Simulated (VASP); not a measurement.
Input of a VASP 6.6.1 run:

The input INCAR:

```
SYSTEM = B
PREC = Accurate
ENCUT = 520
EDIFF = 1E-6
ISMEAR = -1
SIGMA = 0.05
LREAL = .FALSE.
LASPH = .TRUE.
NELM = 100
ALGO = Normal
ISIF = 2
LWAVE = .FALSE.
LCHARG = .TRUE.
GGA = PE
LELF = .TRUE.
LVHAR = .TRUE.
NBANDS = 8
```

The input KPOINTS:

```
regular mesh
0
G
  22 22 22
  0 0 0
```

File POSCAR:

```
B
1.0
    1.7778310619      0.0000000000      0.0000000000
    0.0000000000      1.7778310619      0.0000000000
    0.0000000000      0.0000000000      1.7778310619
B
1
Direct
    0.0000000000      0.0000000000      0.0000000000
```

Potentials or basis: VASP PAW PBE potentials, release 64 (B).

Command:

```console
$ cat potpaw_PBE.64/B/POTCAR > POTCAR
$ mpirun -np 1 vasp_std > vasp.out
```

(1) What does it give for the pressure?

Results:

(1) 56.2 GPa.
